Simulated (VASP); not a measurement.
H4C, 40 atoms in the cell. The cell holds a disordered packing, 40 atoms: a = 7.388 Å, b = 7.388 Å, c = 7.388 Å, α = 90.00°, β = 90.00°, γ = 90.00°. 

```yaml
Program: VASP 6.6.1
Task: single point
Functional: r2SCAN
Potentials_or_basis: VASP PAW PBE potentials, release 64 (C_h, H_h)
Cutoff: 1060 eV
k_mesh: 1 × 1 × 1
Occupations: fermi-dirac, width 0.02 eV
Spin: no spin polarisation
Dipole_correction: no
Further_INCAR_settings: LREAL = Auto; ALGO = Normal; EDIFF = 1e-06; NBANDS = 58
```

Potentials or basis: VASP PAW PBE potentials, release 64 (C_h, H_h).

Launch:

```console
$ cat potpaw_PBE.64/C_h/POTCAR potpaw_PBE.64/H_h/POTCAR > POTCAR
$ cp INCAR.step1 INCAR
$ mpirun -np 1 vasp_gam > vasp.out
$ cp INCAR.step2 INCAR
$ mpirun -np 1 vasp_gam > vasp.out
```

Hardware: 1 thread of Intel(R) Xeon(R) 6975P-C (Granite Rapids) (shared host).

Question: How long does it take, and how much memory?

Answer: Run time: 3.5 min on 1 thread of Intel(R) Xeon(R) 6975P-C (Granite Rapids) (shared host), peak memory 1 GiB. Counts: k points 1.
